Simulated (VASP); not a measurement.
Here is a VASP 6.6.1 calculation.

File INCAR:

```
SYSTEM = Ga4Sb3P
  PREC = Accurate
  ENCUT = 600
  EDIFF = 1E-6
  ISMEAR = -1
  SIGMA = 0.02
  LREAL = .False.
  LASPH = .True.
  NELM = 60
  ALGO = Normal
  ISIF = 3
  LWAVE = .False.
  LCHARG = .False.
  GGA = PE
  IBRION = 2
  NSW = 80
  EDIFFG = -0.005
```

File KPOINTS:

```
Automatic mesh
0
Gamma
  6 4 4
  0 0 0
```

The input POSCAR:

```
Ga4Sb3P
1.0
    4.0910561187      0.0000000000      0.0000000000
    0.0000000000      8.1821122375      0.0000000000
    0.0000000000      0.0000000000      5.7856270475
P Ga Sb
1 4 3
Direct
    0.0000000000      0.0000000000      0.0000000000
    0.5000000000      0.0000000000      0.7500000000
    0.0000000000      0.7500000000      0.2500000000
    0.5000000000      0.5000000000      0.7500000000
    0.0000000000      0.2500000000      0.2500000000
    0.5000000000      0.7500000000      0.5000000000
    0.0000000000      0.5000000000      0.0000000000
    0.5000000000      0.2500000000      0.5000000000
```

Potentials or basis: VASP PAW PBE potentials, release 64 (P, Ga_d, Sb).

Command:

```console
$ cat potpaw_PBE.64/P/POTCAR potpaw_PBE.64/Ga_d/POTCAR potpaw_PBE.64/Sb/POTCAR > POTCAR
$ mpirun -np 1 vasp_std > vasp.out
```

(1) What does it give for the band gap on the k mesh?

(2) Estimate the space group after relaxing (to 0.1 Å).

Answers

(1) 0.02 eV (least direct gap 0.15 eV).

(2) Pmm2 (No. 25).

Caveat: the smearing spreads over this small gap; semilocal functionals underestimate gaps, and a narrow one can read as zero; spin-orbit coupling is left out, which moves the levels of the heavy elements.
